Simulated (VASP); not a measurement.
# Al3B2As (P6/mmm) in VASP: a series of runs

The runs below take Al3B2As through single point, relaxation of cell and atoms, with PBE.

Program: VASP 6.6.1. These are calculated values, not measurements. Logs are shortened: lines on timing, memory, paths and dates and some standing lists are left out, and cuts for length are marked.

**1. The cell of the first run**

Symmetry: P6/mmm, No. 191, hexagonal system. Conventional cell: a = 3.612 Å, b = 3.612 Å, c = 8.404 Å, α = 90.00°, β = 90.00°, γ = 120.00°. Al (site symmetry -6m2) has 3 As at 2.09 Å and 3 Al at 2.09 Å and 6 B at 2.76 Å within 2.8 Å. Within 3.2 Å of Al (site symmetry 6/mmm) lie 2 B at 2.40 Å. Within 2.4 Å of B (site symmetry 6mm) lie 1 As at 1.80 Å. Within 2.4 Å of As (site symmetry 6/mmm) lie 2 B at 1.80 Å and 6 Al at 2.09 Å.

**2. Single point, PBE**

Input file INCAR:

```
PREC = Accurate
ENCUT = 520
EDIFF = 1E-6
ISMEAR = 0
SIGMA = 0.1
LREAL = F
LASPH = T
NELM = 80
ALGO = Normal
ISIF = 2
LWAVE = F
LCHARG = F
GGA = PE
NBANDS = 19
```

Input file KPOINTS:

```
regular mesh
0
Gamma
  6 6 2
```

Input file POSCAR:

```
Al3B2As
1.0
    3.6123177900      0.0000000000      0.0000000000
   -1.8061588900      3.1283589700      0.0000000000
    0.0000000000      0.0000000000      8.4039870800
Al B As
3 2 1
Direct
    0.3333333300      0.6666666700      0.5000000000
    0.6666666700      0.3333333300      0.5000000000
    0.0000000000      0.0000000000      0.0000000000
    0.0000000000      0.0000000000      0.7142976500
    0.0000000000      0.0000000000      0.2857023500
    0.0000000000      0.0000000000      0.5000000000
```

Potentials or basis: VASP PAW PBE potentials, release 64 (Al, B, As).

Started as:

```sh
$ cat potpaw_PBE.64/Al/POTCAR potpaw_PBE.64/B/POTCAR potpaw_PBE.64/As/POTCAR > POTCAR
$ mpirun -np 1 vasp_std > vasp.out
```

OUTCAR:

```text
PREC = Accurate
   ENCUT = 520
   EDIFF = 1E-6
   ISMEAR = 0
   LREAL = F
   LASPH = T
   NELM = 80
   ISIF = 2
   GGA = PE

 ion  position               nearest neighbor table
   1  0.333  0.667  0.500-   6 2.09   2 2.09   2 2.09   6 2.09   6 2.09   2 2.09   5 2.76   4 2.76
                             4 2.76   5 2.76   4 2.76   5 2.76
   2  0.667  0.333  0.500-   6 2.09   1 2.09   1 2.09   6 2.09   6 2.09   1 2.09   5 2.76   4 2.76
                             5 2.76   4 2.76   5 2.76   4 2.76
   3  0.000  0.000  0.000-   4 2.40   5 2.40
   4  0.000  0.000  0.714-   6 1.80   3 2.40   1 2.76   2 2.76   1 2.76   2 2.76   2 2.76   1 2.76

   5  0.000  0.000  0.286-   6 1.80   3 2.40   1 2.76   2 2.76   1 2.76   2 2.76   2 2.76   1 2.76

   6  0.000  0.000  0.500-   4 1.80   5 1.80   1 2.09   2 2.09   1 2.09   2 2.09   2 2.09   1 2.09

  LATTYP: Found a hexagonal cell.
 ALAT       =     3.6123177900
 C/A-ratio  =     2.3264805503

  Lattice vectors:

 A1 = (   3.6123177900,   0.0000000000,   0.0000000000)
 A2 = (  -1.8061588900,   3.1283589700,   0.0000000000)
 A3 = (   0.0000000000,   0.0000000000,   8.4039870800)

Analysis of symmetry for initial positions (statically):
=====================================================================
 Subroutine PRICEL returns:
 Original cell was already a primitive cell.

 Routine SETGRP: Setting up the symmetry group for a
 hexagonal supercell.

 Subroutine GETGRP returns: Found 24 space group operations
 (whereof 24 operations were pure point group operations)
 out of a pool of 24 trial point group operations.

The static configuration has the point symmetry D_6h.

Analysis of symmetry for dynamics (positions and initial velocities):
=====================================================================
 Subroutine PRICEL returns:
 Original cell was already a primitive cell.

 Routine SETGRP: Setting up the symmetry group for a
 hexagonal supercell.

 Subroutine GETGRP returns: Found 24 space group operations
 (whereof 24 operations were pure point group operations)
 out of a pool of 24 trial point group operations.

The dynamic configuration has the point symmetry D_6h.

 Subroutine INISYM returns: Found 24 space group operations
 (whereof 24 operations are pure point group operations),
 and found     1 'primitive' translations

----------------------------------------------------------------------------------------

                                     Primitive cell

  volume of cell :      94.9703

  direct lattice vectors                    reciprocal lattice vectors
     3.612317790  0.000000000  0.000000000     0.276830572  0.159828205  0.000000000
    -1.806158890  3.128358970  0.000000000     0.000000000  0.319656411  0.000000000
     0.000000000  0.000000000  8.403987080     0.000000000  0.000000000  0.118991140

  length of vectors
     3.612317790  3.612317785  8.403987080     0.319656410  0.319656411  0.118991140

  position of ions in fractional coordinates (direct lattice)
     0.333333330  0.666666670  0.500000000
     0.666666670  0.333333330  0.500000000
     0.000000000  0.000000000  0.000000000
     0.000000000  0.000000000  0.714297650
     0.000000000  0.000000000  0.285702350
     0.000000000  0.000000000  0.500000000

  ion indices of the primitive-cell ions
   primitive index   ion index
                 1           1
                 2           2
                 3           3
                 4           4
                 5           5
                 6           6

----------------------------------------------------------------------------------------

 KPOINTS: regular mesh

Automatic generation of k-mesh.
 Grid dimensions read from file:
 generate k-points for:    6    6    2

 Generating k-lattice:

  Cartesian coordinates                     Fractional coordinates (reciprocal lattice)
     0.046138429  0.026638034  0.000000000     0.166666667  0.000000000  0.000000000
     0.000000000  0.053276068  0.000000000     0.000000000  0.166666667  0.000000000
     0.000000000  0.000000000  0.059495570     0.000000000  0.000000000  0.500000000

  Length of vectors
     0.053276068  0.053276068  0.059495570

  Shift w.r.t. Gamma in fractional coordinates (k-lattice)
     0.000000000  0.000000000  0.000000000

 Subroutine IBZKPT returns following result:
 ===========================================

 Found     14 irreducible k-points:

 Following reciprocal coordinates:
            Coordinates               Weight
  0.000000  0.000000  0.000000      1.000000
  0.166667  0.000000  0.000000      6.000000
  0.333333  0.000000  0.000000      6.000000
  0.500000  0.000000  0.000000      3.000000
  0.166667  0.166667  0.000000      6.000000
  0.333333  0.166667  0.000000     12.000000
  0.333333  0.333333  0.000000      2.000000
  0.000000  0.000000  0.500000      1.000000
  0.166667  0.000000  0.500000      6.000000
  0.333333  0.000000  0.500000      6.000000
[... 68 lines left out ...]

  energy without entropy =       -7.50185822  energy(sigma->0) =       -7.51373413

 E-fermi :   5.4905     XC(G=0):  -9.5382

 val. band max:        5.4884689498   @ k =   0.3333   0.0000   0.5000
 cond. band min:       5.5448051579   @ k =   0.3333   0.0000   0.0000
 fundamental gap:      0.0563362082
 Fermi energy:         5.4905156377

 k-point     1 :       0.0000    0.0000    0.0000
  band No.  band energies     occupation
      1     -12.6683      2.00000
      2      -5.3597      2.00000
      3      -1.4997      2.00000
      4      -0.7232      2.00000
      5      -0.7232      2.00000
      6       1.6689      2.00000
[... 11 lines left out ...]
     18      12.2783      0.00000
     19      12.6503      0.00000

 k-point     2 :       0.1667    0.0000    0.0000
  band No.  band energies     occupation
      1     -12.3513      2.00000
      2      -5.1088      2.00000
      3      -2.5046      2.00000
      4      -1.2176      2.00000
      5      -1.1657      2.00000
      6       1.8722      2.00000
[... 11 lines left out ...]
     18      11.3652      0.00000
     19      12.2073      0.00000

 k-point     3 :       0.3333    0.0000    0.0000
  band No.  band energies     occupation
      1     -11.5371      2.00000
      2      -4.9897      2.00000
      3      -4.4902      2.00000
      4      -1.9200      2.00000
      5      -0.2672      2.00000
      6       2.0933      2.00000
[... 11 lines left out ...]
     18      11.4334      0.00000
     19      11.4982      0.00000

 k-point     4 :       0.5000    0.0000    0.0000
  band No.  band energies     occupation
      1     -10.9487      2.00000
      2      -6.1860      2.00000
      3      -4.0809      2.00000
      4      -2.1958      2.00000
      5       0.4669      2.00000
      6       1.3811      2.00000
[... 11 lines left out ...]
     18      11.4817      0.00000
     19      12.5479      0.00000

 k-point     5 :       0.1667    0.1667    0.0000
  band No.  band energies     occupation
      1     -11.7778      2.00000
      2      -4.6671      2.00000
      3      -4.1046      2.00000
      4      -2.4037      2.00000
      5      -0.5425      2.00000
      6       2.1650      2.00000
[... 11 lines left out ...]
     18      11.0544      0.00000
     19      11.3547      0.00000
[... 114 lines left out ...]
      2      -6.1856      2.00000
      3      -4.0951      2.00000
      4      -2.1955      2.00000
      5       1.1548      2.00000
      6       1.2793      2.00000
[... 11 lines left out ...]
     18      11.6752      0.00000
     19      12.6399      0.00000

 k-point    12 :       0.1667    0.1667    0.5000
  band No.  band energies     occupation
      1     -11.7776      2.00000
      2      -4.6887      2.00000
      3      -4.1040      2.00000
      4      -2.4034      2.00000
      5       0.1100      2.00000
      6       0.7535      2.00000
[... 11 lines left out ...]
     18      10.9409      0.00000
     19      11.1201      0.00000

 k-point    13 :       0.3333    0.1667    0.5000
  band No.  band energies     occupation
      1     -10.9899      2.00000
      2      -5.6342      2.00000
      3      -4.1145      2.00000
      4      -3.3816      2.00000
      5       1.0226      2.00000
      6       1.4716      2.00000
[... 11 lines left out ...]
     18      11.7995      0.00000
     19      12.4760      0.00000

 k-point    14 :       0.3333    0.3333    0.5000
  band No.  band energies     occupation
      1     -10.6760      2.00000
      2      -5.0884      2.00000
      3      -5.0884      2.00000
      4      -3.8951      2.00000
      5       1.5023      2.00000
      6       1.7605      2.00000
[... 11 lines left out ...]
     18      11.8630      0.00000
     19      11.8630      0.00000

------------------------ aborting loop because EDIFF is reached ----------------------------------------

  FORCE on cell =-STRESS in cart. coord.  units (eV):
  Direction    XX          YY          ZZ          XY          YZ          ZX
  --------------------------------------------------------------------------------------
  -------------------------------------------------------------------------------------
  Total       54.8878065     54.8878064      9.7578830      0.0000001      0.0000000     -0.0000000
  in kB      925.9734843    925.9734828    164.6183634      0.0000015      0.0000000     -0.0000000
  external PRESSURE =     672.1884435 kB  Pullay stress =       0.0000000 kB

 VOLUME and BASIS-vectors are now :
 -----------------------------------------------------------------------------
  energy-cutoff  :      520.00
  volume of cell :       94.97
      direct lattice vectors                 reciprocal lattice vectors
     3.612317790  0.000000000  0.000000000     0.276830572  0.159828205  0.000000000
    -1.806158890  3.128358970  0.000000000     0.000000000  0.319656411  0.000000000
     0.000000000  0.000000000  8.403987080     0.000000000  0.000000000  0.118991140

 POSITION                                       TOTAL-FORCE (eV/Angst)
 -----------------------------------------------------------------------------------
     -0.00000      2.08557      4.20199        -0.000000      0.000000      0.000000
      1.80616      1.04279      4.20199         0.000000     -0.000000      0.000000
      0.00000      0.00000      0.00000        -0.000000      0.000000      0.000000
      0.00000      0.00000      6.00295         0.000000     -0.000000      5.655708
      0.00000      0.00000      2.40104        -0.000000      0.000000     -5.655708
      0.00000      0.00000      4.20199        -0.000000      0.000000      0.000000
 -----------------------------------------------------------------------------------
    total drift:                               -0.000000     -0.000000      0.000000

  FREE ENERGIE OF THE ION-ELECTRON SYSTEM (eV)
  ---------------------------------------------------
  free  energy   TOTEN  =        -7.5256100405 eV

  energy  without entropy=       -7.5018582158  energy(sigma->0) =       -7.51373413
```

Run time: 45 s. Hardware: 1 thread of AMD EPYC 7R43 (Zen 3), shared host; peak memory 0.17 GiB.

What came out:

| Quantity | Value |
| --- | --- |
| Free energy | -7.5256 eV |
| Pressure | 67.2 GPa |
| Largest force | 5.656 eV/Å |
| Band gap on the k mesh | zero (band 10 reaches 6.04 eV, above the bottom of band 11 at 5.22 eV) |

Forces in eV/Å, atoms in the order of the input:
```
Al   0.000  0.000  0.000
Al   0.000  0.000  0.000
Al   0.000  0.000  0.000
B    0.000  0.000  5.656
B    0.000  0.000 -5.656
As   0.000  0.000  0.000
```

Stress tensor (GPa, compression positive):
```
92.60  0.00  0.00
 0.00 92.60  0.00
 0.00  0.00 16.46
```

Caveat: the k points lie up to 0.37 Å⁻¹ apart; forces of over 1 eV/Å act on the atoms, so gaps and moduli don't describe the material at rest.

**3. Single point, PBE**

This run uses another cell than the first one, of 25.38 Å³/atom, 1.603 times its volume.

Input file INCAR:

```
SYSTEM = Al3B2As
  PREC = Accurate
  ENCUT = 520
  EDIFF = 1E-6
  ISMEAR = 0
  SIGMA = 0.1
  LREAL = .FALSE.
  LASPH = .TRUE.
  NELM = 60
  ALGO = Normal
  ISIF = 2
  LWAVE = .FALSE.
  LCHARG = .FALSE.
  GGA = PE
  NBANDS = 19
```

Input file KPOINTS:

```
Automatic mesh
0
G
  6 6 2
  0 0 0
```

Input file POSCAR:

```
Al3B2As
1.0
    4.8025884663     -0.0000000038      0.0000000000
   -2.4012942298      4.1591636176      0.0000000000
    0.0000000000      0.0000000000      7.6231573197
Al B As
3 2 1
Direct
    0.3333333333      0.6666666667      0.5000000000
    0.6666666667      0.3333333333      0.5000000000
    0.0000000000      0.0000000000      0.0000000000
    0.0000000000      0.0000000000      0.7444300685
    0.0000000000      0.0000000000      0.2555699315
    0.0000000000      0.0000000000      0.5000000000
```

Potentials or basis: VASP PAW PBE potentials, release 64 (Al, B, As).

Started as:

```sh
$ cat potpaw_PBE.64/Al/POTCAR potpaw_PBE.64/B/POTCAR potpaw_PBE.64/As/POTCAR > POTCAR
$ mpirun -np 1 vasp_std > vasp.out
```

Run time: 81 s. Hardware: 1 thread of AMD EPYC 7R43 (Zen 3), shared host; peak memory 0.21 GiB.

It converged, with:

```
Free energy            : -20.6943 eV
Pressure               : 0.2 GPa
Largest force          : 0.084 eV/Å
Band gap on the k mesh : zero (band 10 reaches 3.08 eV, above the bottom of band 11 at 1.97 eV)
```

Forces in eV/Å, atoms in the order of the input:
```
Al   0.000  0.000  0.000
Al   0.000  0.000  0.000
Al   0.000  0.000  0.000
B    0.000  0.000  0.084
B    0.000  0.000 -0.084
As   0.000  0.000  0.000
```

Stress tensor (GPa, compression positive):
```
0.13 0.00 0.00
0.00 0.13 0.00
0.00 0.00 0.28
```

Levels at points of the mesh, in eV from the Fermi level:
| k point | band 6 | band 7 | band 8 | band 9 | band 10 | band 11 | band 12 | band 13 | band 14 | band 15 |
| --- | --- | --- | --- | --- | --- | --- | --- | --- | --- | --- |
| (0.00, 0.00, 0.00) | -4.29 | -3.46 | -0.78 | -0.78 | 0.32 | 0.32 | 0.74 | 0.79 | 0.92 | 1.11 |
| (0.50, 0.00, 0.00) | -3.54 | -3.35 | -1.76 | -0.80 | -0.05 | 0.60 | 1.08 | 1.87 | 2.21 | 3.10 |
| (0.00, 0.00, 0.50) | -4.27 | -4.27 | -0.77 | -0.77 | -0.28 | -0.28 | 0.60 | 0.80 | 2.45 | 2.45 |
| (0.50, 0.00, 0.50) | -4.71 | -3.53 | -2.30 | -0.67 | 0.84 | 1.55 | 1.82 | 2.00 | 2.21 | 2.28 |

Caveat: the k points lie up to 0.41 Å⁻¹ apart.

**4. Relaxation of cell and atoms, PBE**

Input file INCAR:

```
PREC = Accurate ; ENCUT = 600
EDIFF = 1E-6 ; ISMEAR = 0
SIGMA = 0.1 ; LREAL = False
LASPH = True ; NELM = 100
ALGO = Normal ; ISIF = 3
LWAVE = False ; LCHARG = False
GGA = PE ; IBRION = 2
NSW = 90 ; EDIFFG = -0.04
```

Input file KPOINTS:

```
Automatic mesh
0
Gamma
  6 6 2
```

Input file POSCAR:

```
Al3B2As
1.0
    3.6123177900      0.0000000000      0.0000000000
   -1.8061588900      3.1283589700      0.0000000000
    0.0000000000      0.0000000000      8.4039870800
Al B As
3 2 1
Direct
    0.3333333300      0.6666666700      0.5000000000
    0.6666666700      0.3333333300      0.5000000000
    0.0000000000      0.0000000000      0.0000000000
    0.0000000000      0.0000000000      0.7142976500
    0.0000000000      0.0000000000      0.2857023500
    0.0000000000      0.0000000000      0.5000000000
```

Started as:

```sh
$ cat potpaw_PBE.64/Al/POTCAR potpaw_PBE.64/B/POTCAR potpaw_PBE.64/As/POTCAR > POTCAR
$ mpirun -np 1 vasp_std > vasp.out
```

Run time: 8.6 min. Hardware: 1 thread of AMD EPYC 7R43 (Zen 3), shared host; peak memory 0.2 GiB.

Results (log left out):

```yaml
Free_energy: -20.6873 eV
Relaxed_volume: 25.47 Å³/atom
Relaxed_cell: a = 4.810 Å, b = 4.810 Å, c = 7.629 Å, α = 90.00°, β = 90.00°, γ = 120.00°
Space_group_after_relaxing_to_0.05_Å: P6/mmm (No. 191)
Energy_gained_by_relaxing: 2193.3 meV/atom
Ionic_steps: 17
Pressure_after_relaxing: 0.0 GPa
Largest_force_after_relaxing: 0.010 eV/Å
Band_gap_on_the_k_mesh: zero (band 10 reaches 3.05 eV, above the bottom of band 11 at 1.94 eV)
```

Forces in eV/Å, atoms in the order of the input:
```
Al   0.000  0.000  0.000
Al   0.000  0.000  0.000
Al   0.000  0.000  0.000
B    0.000  0.000  0.010
B    0.000  0.000 -0.010
As   0.000  0.000  0.000
```

The path:
| step | energy change (eV) | largest force (eV/Å) | pressure (GPa) | volume (Å³) |
| --- | --- | --- | --- | --- |
| 1 | 0.0000 | 5.6543 | 67.21 | 94.97 |
| 2 | -11.1761 | 0.3436 | -6.19 | 212.76 |
| 3 | -12.1747 | 0.9444 | -2.04 | 159.08 |
| 4 | -12.1675 | 0.6368 | -4.60 | 171.86 |
| 5 | -12.2066 | 0.7807 | -3.51 | 165.62 |
| 6 | -12.8654 | 0.9138 | -1.85 | 155.45 |
| 7 | -13.0195 | 0.1184 | 3.82 | 145.79 |
| 8 | -13.0828 | 0.5727 | -1.33 | 151.69 |
| 9 | -13.1498 | 0.2871 | 0.86 | 148.77 |
| 10 | -13.1509 | 0.3254 | 0.55 | 149.12 |
| 11 | -13.1552 | 0.3215 | 0.09 | 150.87 |
| 12 | -13.1567 | 0.1020 | 0.23 | 150.27 |
| 13 | -13.1588 | 0.0510 | 0.10 | 151.31 |
| 14 | -13.1598 | 0.0127 | -0.06 | 152.65 |
| 15 | -13.1599 | 0.0211 | -0.08 | 152.83 |
| 16 | -13.1597 | 0.0038 | 0.15 | 152.83 |
| 17 | -13.1600 | 0.0102 | 0.02 | 152.83 |

Final structure:
```yaml
crystal:
  lattice:
    - [4.80958, 0.00000, 0.00000]
    - [-2.40479, 4.16522, 0.00000]
    - [0.00000, 0.00000, 7.62891]
  atoms:
    - { symbol: Al, position: [0.33333, 0.66667, 0.50000] }
    - { symbol: Al, position: [0.66667, 0.33333, 0.50000] }
    - { symbol: Al, position: [0.00000, 0.00000, 0.00000] }
    - { symbol: B, position: [0.00000, 0.00000, 0.74465] }
    - { symbol: B, position: [0.00000, 0.00000, 0.25535] }
    - { symbol: As, position: [0.00000, 0.00000, 0.50000] }
```

Levels at points of the mesh, in eV from the Fermi level:
```tsv
k point	band 8	band 9	band 10	band 11	band 12	band 13
(0.00, 0.00, 0.00)	-0.77	-0.77	0.32	0.32	0.74	0.77
(0.50, 0.00, 0.00)	-1.75	-0.80	-0.05	0.59	1.06	1.86
(0.00, 0.00, 0.50)	-0.76	-0.76	-0.28	-0.28	0.60	0.78
(0.50, 0.00, 0.50)	-2.29	-0.66	0.84	1.56	1.82	2.00
```

Caveat: the k points lie up to 0.41 Å⁻¹ apart in the final cell; the volume moved by over 15 % at a fixed basis, so the end points are rough.

**5. The runs side by side**

| task | cell | cutoff (eV) | gap on the mesh (eV) | pressure (GPa) | largest force (eV/Å) |
| --- | --- | --- | --- | --- | --- |
| single point | a = 3.612, b = 3.612, c = 8.404 Å, angles 90.0, 90.0, 120.0°, 6 atoms | 520 | none | 67.2 | 5.66 |
| single point | a = 4.803, b = 4.803, c = 7.623 Å, angles 90.0, 90.0, 120.0°, 6 atoms | 520 | none | 0.2 | 0.08 |
| relaxation of cell and atoms | relaxed from a = 3.612, b = 3.612, c = 8.404 Å, angles 90.0, 90.0, 120.0°, 6 atoms | 600 | none | 0.0 | 0.01 |

Alike in all rows: level PBE; potentials or basis VASP PAW PBE potentials, release 64 (Al, B, As); no spin polarisation; k mesh 6 × 6 × 2; smearing gaussian 0.1 eV.

Caveats: all runs use coarse meshes; forces of over 1 eV/Å act on the atoms, so gaps and moduli don't describe the material at rest (some runs); the volume moved by over 15 % at a fixed basis, so the end points are rough (some runs).

Absolute energies hang on the potentials; compare differences alone.
